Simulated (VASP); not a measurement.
Here is a VASP 6.6.1 calculation.

File INCAR:

```
SYSTEM = Rb
PREC     = Accurate       ! precision mode
ENCUT    = 520            ! plane-wave cutoff, eV
EDIFF    = 1E-6           ! SCF threshold, eV
ISMEAR   = 0              ! smearing method
SIGMA    = 0.15           ! smearing width, eV
LREAL    = .False.        ! projectors in reciprocal space
LASPH    = .True.         ! aspherical terms in the spheres
NELM     = 100            ! most SCF steps
ALGO     = Fast           ! electronic algorithm
ISIF     = 2              ! what is computed and relaxed
LWAVE    = .False.        ! write WAVECAR
LCHARG   = .False.        ! write CHGCAR
GGA      = PE             ! functional
IVDW     = 12             ! dispersion correction
NBANDS   = 16             ! bands
```

File KPOINTS:

```
regular mesh
0
Gamma
  10 10 6
  0 0 0
```

Contents of POSCAR:

```
Rb
1.0
    2.6595589288     -4.3297492603      0.0000000000
    2.6595589288      4.3297492603      0.0000000000
    0.0000000000      0.0000000000      7.1581495820
Rb
2
Direct
    0.8359965595      0.1640034405      0.7500000000
    0.1640034405      0.8359965595      0.2500000000
```

Potentials or basis: VASP PAW PBE potentials, release 64 (Rb_sv).

The run is started by

```bash
$ cat potpaw_PBE.64/Rb_sv/POTCAR > POTCAR
$ mpirun -np 1 vasp_std > vasp.out
```

(1) Estimate the largest force.

(2) What does it give for the band gap on the k mesh?

(3) Estimate the pressure.

Results:

(1) 0.034 eV/Å.

(2) zero (bands 9 and 10 overlap by 1.99 eV).

(3) 0.2 GPa.

Caveat: the cell differs from its parent crystal (normal strain along x +0.0750, normal strain along z -0.1100).
